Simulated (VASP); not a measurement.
# PPt (P6_3mc) in VASP: further runs, part 2 of 2

VASP 6.6.1. Earlier steps stand in the parts before.

**4. Single point, PBE+D4**

This run uses another cell than the first one, of 18.55 Å³/atom.

Input file INCAR:

```
SYSTEM = PPt
PREC = Accurate
ENCUT = 520
EDIFF = 1E-6
ISMEAR = -1
SIGMA = 0.05
LREAL = .False.
LASPH = .True.
NELM = 100
ALGO = Normal
ISIF = 2
LWAVE = .False.
LCHARG = .False.
GGA = PE
IVDW = 13
NBANDS = 23
```

Input file KPOINTS:

```
regular mesh
0
Gamma
  8 8 4
  0 0 0
```

Input file POSCAR:

```
PPt
1.0
    3.6166826577      0.0000000000      0.0000000000
   -1.8083413289      3.1321390590      0.0000000000
    0.0000000000      0.0000000000      6.5504866761
Pt P
2 2
Direct
    0.3333333333      0.6666666667      0.3653854865
    0.6666666667      0.3333333333      0.8653854865
    0.3333333333      0.6666666667      0.0096165135
    0.6666666667      0.3333333333      0.5096165135
```

Potentials or basis: VASP PAW PBE potentials, release 64 (Pt, P).

On the command line:

```sh
$ cat potpaw_PBE.64/Pt/POTCAR potpaw_PBE.64/P/POTCAR > POTCAR
$ mpirun -np 1 vasp_std > vasp.out
```

OUTCAR:

```text
SYSTEM = PPt
   PREC = Accurate
   ENCUT = 520
   EDIFF = 1E-6
   ISMEAR = -1
   LREAL = .False.
   LASPH = .True.
   NELM = 100
   ISIF = 2
   GGA = PE
   IVDW = 13

 ion  position               nearest neighbor table
   1  0.333  0.667  0.365-   4 2.29   4 2.29   4 2.29   3 2.33
   2  0.667  0.333  0.865-   3 2.29   3 2.29   3 2.29   4 2.33
   3  0.333  0.667  0.010-   2 2.29   2 2.29   2 2.29   1 2.33
   4  0.667  0.333  0.510-   1 2.29   1 2.29   1 2.29   2 2.33

  LATTYP: Found a hexagonal cell.
 ALAT       =     3.6166826577
 C/A-ratio  =     1.8111864645

  Lattice vectors:

 A1 = (   3.6166826577,   0.0000000000,   0.0000000000)
 A2 = (  -1.8083413289,   3.1321390590,   0.0000000000)
 A3 = (   0.0000000000,   0.0000000000,   6.5504866761)

Analysis of symmetry for initial positions (statically):
=====================================================================
 Subroutine PRICEL returns:
 Original cell was already a primitive cell.

 Routine SETGRP: Setting up the symmetry group for a
 hexagonal supercell.

 Subroutine GETGRP returns: Found 12 space group operations
 (whereof  6 operations were pure point group operations)
[... 173 lines left out ...]
 cond. band min:       7.5794547196   @ k =   0.3750   0.2500   0.2500
 fundamental gap:      0.1460946631
 Fermi energy:         7.5668099217

 k-point     1 :       0.0000    0.0000    0.0000
  band No.  band energies     occupation
      1      -5.6336      2.00000
      2      -4.3271      2.00000
      3       1.0928      2.00000
      4       1.1968      2.00000
      5       1.6328      2.00000
      6       1.6328      2.00000
[... 613 lines left out ...]
     22      14.7836      0.00000
     23      17.0425      0.00000

 [... further k-points ...]

------------------------ aborting loop because EDIFF is reached ----------------------------------------

  DFT-D4 for vdW energy calculation

  Edisp (eV):   -2.12413

  FORCE on cell =-STRESS in cart. coord.  units (eV):
  Direction    XX          YY          ZZ          XY          YZ          ZX
  --------------------------------------------------------------------------------------
  -------------------------------------------------------------------------------------
  Total      -0.10654    -0.10654    -0.09499     0.00000    -0.00000     0.00000
  in kB      -2.30030    -2.30030    -2.05092     0.00000    -0.00000     0.00000
  external pressure =       -2.22 kB  Pullay stress =        0.00 kB

 VOLUME and BASIS-vectors are now :
 -----------------------------------------------------------------------------
  energy-cutoff  :      520.00
  volume of cell :       74.20
      direct lattice vectors                 reciprocal lattice vectors
     3.616682658  0.000000000  0.000000000     0.276496473  0.159635313  0.000000000
    -1.808341329  3.132139059  0.000000000     0.000000000  0.319270627  0.000000000
     0.000000000  0.000000000  6.550486676     0.000000000  0.000000000  0.152660413

 POSITION                                       TOTAL-FORCE (eV/Angst)
 -----------------------------------------------------------------------------------
     -0.00000      2.08809      2.39345         0.000000     -0.000000     -0.001703
      1.80834      1.04405      5.66870        -0.000000      0.000000     -0.001703
     -0.00000      2.08809      0.06299        -0.000000     -0.000000      0.001703
      1.80834      1.04405      3.33824        -0.000000      0.000000      0.001703
 -----------------------------------------------------------------------------------
    total drift:                               -0.000000     -0.000000     -0.001540

  FREE ENERGIE OF THE ION-ELECTRON SYSTEM (eV)
  ---------------------------------------------------
  free  energy   TOTEN  =       -26.4161304540 eV

  energy  without entropy=      -26.4008418339  energy(sigma->0) =      -26.40848614
```

OSZICAR:

```text
N       E                     dE             d eps       ncg     rms          rms(c)
DAV:   1     0.144737428302E+03    0.14474E+03   -0.14127E+04  1380   0.119E+03
DAV:   2    -0.199240317177E+02   -0.16466E+03   -0.15504E+03  1604   0.238E+02
DAV:   3    -0.257799005599E+02   -0.58559E+01   -0.57692E+01  1752   0.433E+01
DAV:   4    -0.258522290368E+02   -0.72328E-01   -0.72293E-01  1611   0.542E+00
DAV:   5    -0.258534719018E+02   -0.12429E-02   -0.12428E-02  1812   0.718E-01    0.193E+01
DAV:   6    -0.244652246752E+02    0.13882E+01   -0.59657E+00  1478   0.193E+01    0.857E+00
DAV:   7    -0.243337862412E+02    0.13144E+00   -0.68090E-01  1436   0.690E+00    0.505E+00
DAV:   8    -0.242939227755E+02    0.39863E-01   -0.50927E-02  1695   0.151E+00    0.621E-01
DAV:   9    -0.242918799793E+02    0.20428E-02   -0.69463E-03  1639   0.626E-01    0.272E-01
DAV:  10    -0.242920446280E+02   -0.16465E-03   -0.90659E-04  1702   0.167E-01    0.981E-02
DAV:  11    -0.242919999615E+02    0.44666E-04   -0.11919E-04  1646   0.694E-02    0.307E-02
DAV:  12    -0.242920010566E+02   -0.10951E-05   -0.74234E-06  1901   0.149E-02    0.182E-02
DAV:  13    -0.242919996455E+02    0.14111E-05   -0.17179E-06  1259   0.820E-03    0.562E-03
DAV:  14    -0.242919995254E+02    0.12011E-06   -0.53775E-07   963   0.400E-03
   1 F= -.26416130E+02 E0= -.26408486E+02  d E =-.152886E-01
```

Run time: 50 s. Hardware: 1 thread of Intel Xeon 8259CL, shared host; peak memory 0.21 GiB.

Results:

```yaml
Free_energy: -26.4161 eV
Pressure: -0.2 GPa
Band_gap_on_the_k_mesh: zero (bands 15 and 16 overlap by 3.79 eV)
Dispersion_energy_per_atom: -0.531 eV
```

Caveat: spin-orbit coupling is left out, which moves the levels of the heavy elements.

**5. Single point, PBE+D3(BJ)**

This run uses another cell than the first one, of 18.63 Å³/atom.

Input file INCAR:

```
ALGO     = Normal         # electronic algorithm
EDIFF    = 1E-6           # SCF threshold, eV
ENCUT    = 520            # plane-wave cutoff, eV
GGA      = PE             # functional
ISIF     = 2              # what is computed and relaxed
ISMEAR   = -1             # smearing method
IVDW     = 12             # dispersion correction
LASPH    = True           # aspherical terms in the spheres
LCHARG   = True           # write CHGCAR
LELF     = True           # ELF
LREAL    = False          # projectors in reciprocal space
LVHAR    = True         
LWAVE    = False          # write WAVECAR
NBANDS   = 23             # bands
NELM     = 100            # most SCF steps
PREC     = Accurate       # precision mode
SIGMA    = 0.05           # smearing width, eV
```

Input file KPOINTS:

```
k-points
0
Gamma
  8 8 4
```

Input file POSCAR:

```
PPt
1.0
    3.6249923138      0.0000000000      0.0000000000
   -1.8124961569      3.1393354323      0.0000000000
    0.0000000000      0.0000000000      6.5494298990
Pt P
2 2
Direct
    0.3333333333      0.6666666667      0.3656606187
    0.6666666667      0.3333333333      0.8656606187
    0.3333333333      0.6666666667      0.0093413813
    0.6666666667      0.3333333333      0.5093413813
```

On the command line:

```sh
$ cat potpaw_PBE.64/Pt/POTCAR potpaw_PBE.64/P/POTCAR > POTCAR
$ mpirun -np 1 vasp_std > vasp.out
```

Run time: 48 s. Hardware: 1 thread of Intel Xeon 8259CL, shared host; peak memory 0.22 GiB.

Results (log left out):

| Property | Result |
| --- | --- |
| Free energy | -26.2940 eV |
| Pressure | -0.9 GPa |
| Band gap on the k mesh | zero (bands 15 and 16 overlap by 3.78 eV) |
| Dispersion energy per atom | -0.498 eV |

Levels at points of the mesh, in eV from the Fermi level:
| k point | band 11 | band 12 | band 13 | band 14 | band 15 | band 16 | band 17 | band 18 | band 19 | band 20 |
| --- | --- | --- | --- | --- | --- | --- | --- | --- | --- | --- |
| (0.00, 0.00, 0.00) | -3.48 | -3.48 | -3.43 | 1.96 | 1.96 | 2.87 | 3.94 | 4.19 | 4.19 | 5.34 |
| (0.50, 0.00, 0.00) | -3.05 | -3.04 | -2.50 | -2.44 | -1.83 | -0.63 | 0.57 | 2.20 | 4.54 | 5.88 |
| (0.00, 0.00, 0.50) | -3.69 | -3.69 | -0.71 | -0.71 | 2.84 | 2.84 | 2.84 | 2.84 | 4.92 | 4.92 |
| (0.50, 0.00, 0.50) | -3.17 | -3.17 | -2.89 | -2.89 | -0.17 | -0.17 | 0.78 | 0.78 | 4.95 | 4.95 |

Caveat: three body term missing; spin-orbit coupling is left out, which moves the levels of the heavy elements.

**6. Single point, PBE+D3(BJ)**

Input file INCAR:

```
SYSTEM = PPt
PREC = Accurate
ENCUT = 520
EDIFF = 1E-7
ISMEAR = -1
SIGMA = 0.05
LREAL = .False.
LASPH = .True.
NELM = 60
ALGO = Normal
ISIF = 2
LWAVE = .False.
LCHARG = .True.
GGA = PE
IVDW = 12
LELF = .True.
LVHAR = .True.
NBANDS = 23
```

Input file KPOINTS:

```
Automatic mesh
0
Gamma
  8 8 4
  0 0 0
```

Input file POSCAR:

```
PPt
1.0
    3.7430278549      0.0000000000      0.0000000000
   -1.8715139275      3.2415572094      0.0000000000
    0.0000000000      0.0000000000      6.3537430000
Pt P
2 2
Direct
    0.3333333333      0.6666666667      0.3718990000
    0.6666666667      0.3333333333      0.8718990000
    0.3333333333      0.6666666667      0.0031030000
    0.6666666667      0.3333333333      0.5031030000
```

Potentials or basis: VASP PAW PBE potentials, release 64 (Pt, P).

On the command line:

```sh
$ cat potpaw_PBE.64/Pt/POTCAR potpaw_PBE.64/P/POTCAR > POTCAR
$ mpirun -np 1 vasp_std > vasp.out
```

It took 54 s on 1 thread of Intel Xeon 8259CL, shared host; peak memory 0.22 GiB.

It converged, with:

```
Free energy                : -26.2329 eV
Pressure                   : -4.3 GPa
Largest force              : 0.142 eV/Å
Band gap on the k mesh     : zero (bands 15 and 16 overlap by 3.74 eV)
Dispersion energy per atom : -0.481 eV
```

Forces in eV/Å, atoms in the order of the input:
```
Pt   0.000  0.000 -0.142
Pt   0.000  0.000 -0.142
P    0.000  0.000  0.142
P    0.000  0.000  0.142
```

Stress tensor (GPa, compression positive):
```
-4.44  0.00  0.00
 0.00 -4.44  0.00
 0.00  0.00 -3.91
```

Levels at points of the mesh, in eV from the Fermi level:
| k point | band 10 | band 11 | band 12 | band 13 | band 14 | band 15 | band 16 | band 17 | band 18 | band 19 |
| --- | --- | --- | --- | --- | --- | --- | --- | --- | --- | --- |
| (0.00, 0.00, 0.00) | -3.89 | -3.34 | -3.34 | -3.07 | 1.84 | 1.84 | 3.16 | 3.60 | 4.10 | 4.10 |
| (0.50, 0.00, 0.00) | -3.32 | -3.30 | -3.02 | -2.53 | -2.53 | -1.57 | -0.86 | 0.89 | 1.80 | 4.66 |
| (0.00, 0.00, 0.50) | -3.58 | -3.58 | -3.58 | -0.15 | -0.15 | 2.72 | 2.72 | 2.72 | 2.72 | 4.45 |
| (0.50, 0.00, 0.50) | -3.24 | -3.12 | -3.12 | -3.03 | -3.03 | 0.16 | 0.16 | 0.52 | 0.52 | 5.04 |

Caveat: three body term missing; the cell stands under tension; spin-orbit coupling is left out, which moves the levels of the heavy elements.

**7. Overview**

| level | cell | k mesh | grid for exact exchange (PRECFOCK) | share of exact exchange | gap on the mesh (eV) | pressure (GPa) | largest force (eV/Å) |
| --- | --- | --- | --- | --- | --- | --- | --- |
| PBE-based global hybrid with 25 % exact exchange | a = 3.743, b = 3.743, c = 6.354 Å, angles 90.0, 90.0, 120.0°, 4 atoms, atomic positions A | 5 × 5 × 3 | Normal | 0.25 | none | -4.9 | 0.05 |
| PBE+D3(BJ) | a = 3.615, b = 3.615, c = 6.551 Å, angles 90.0, 90.0, 120.0°, 4 atoms, atomic positions B | 8 × 8 × 4 | - | - | none | -0.2 | - |
| PBE+D4 | a = 3.617, b = 3.617, c = 6.550 Å, angles 90.0, 90.0, 120.0°, 4 atoms, atomic positions C | 8 × 8 × 4 | - | - | none | -0.2 | - |
| PBE+D3(BJ) | a = 3.625, b = 3.625, c = 6.549 Å, angles 90.0, 90.0, 120.0°, 4 atoms, atomic positions D | 8 × 8 × 4 | - | - | none | -0.9 | - |
| PBE+D3(BJ) | a = 3.743, b = 3.743, c = 6.354 Å, angles 90.0, 90.0, 120.0°, 4 atoms, atomic positions A | 8 × 8 × 4 | - | - | none | -4.3 | 0.14 |

Alike in all rows: task single point; potentials or basis VASP PAW PBE potentials, release 64 (Pt, P); no spin polarisation; cutoff (eV) 520; smearing fermi-dirac 0.05 eV.

Caveats: some runs use coarse meshes; spin-orbit coupling is left out, which moves the levels of the heavy elements; three body term missing (at least some runs); the PAW data sets were made with another functional, which shifts forces and pressure a little (at least some runs); the cell stands under tension (at least some runs).

Absolute energies hang on the potentials; compare differences alone.

The gap in the log of VASP goes by the Fermi energy; the results here count the filled bands.